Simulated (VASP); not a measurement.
Wanted: the native input for a VASP 6.6.1 run.

* Task: single point
* Functional: PBE exchange alone
* Potentials or basis: VASP PAW PBE potentials, release 64 (Sn_d, Se)
* Cutoff: 520 eV
* k mesh: 8 × 8 × 8
* Occupations: fermi-dirac, width 0.05 eV
* Spin: no spin polarisation
* Dipole correction: no
* Further INCAR settings: ALGO = Normal; EDIFF = 1e-06; NBANDS = 17

The structure of SnSe lies in POSCAR:

```
SnSe
1.0
    0.0000000000      3.0690345955      3.0690345955
    3.0690345955      0.0000000000      3.0690345955
    3.0690345955      3.0690345955      0.0000000000
Sn Se
1 1
Direct
    0.0000000000      0.0000000000      0.0000000000
    0.5000000000      0.5000000000      0.5000000000
```

The input as run:

INCAR

```
AGGAC = 0.0
ALDAC = 0.0
ALGO = Normal
EDIFF = 1E-6
ENCUT = 520
GGA = PE
ISIF = 2
ISMEAR = -1
LASPH = True
LCHARG = False
LREAL = False
LWAVE = False
NBANDS = 17
NELM = 100
PREC = Accurate
SIGMA = 0.05
```

KPOINTS

```
k-points
0
Gamma
  8 8 8
```

Potentials or basis: VASP PAW PBE potentials, release 64 (Sn_d, Se).

The run is started by

```sh
$ cat potpaw_PBE.64/Sn_d/POTCAR potpaw_PBE.64/Se/POTCAR > POTCAR
$ mpirun -np 1 vasp_std > vasp.out
```

It gave:

```json
{
  "Pressure": "6.8 GPa",
  "Band gap on the k mesh": "0.18 eV"
}
```

Caveat: the cell stands under pressure; semilocal functionals underestimate gaps, and a narrow one can read as zero; spin-orbit coupling is left out, which moves the levels of the heavy elements.

Wall time 29 s on 1 thread of Intel Xeon 8259CL (shared host), peak memory 0.19 GiB.
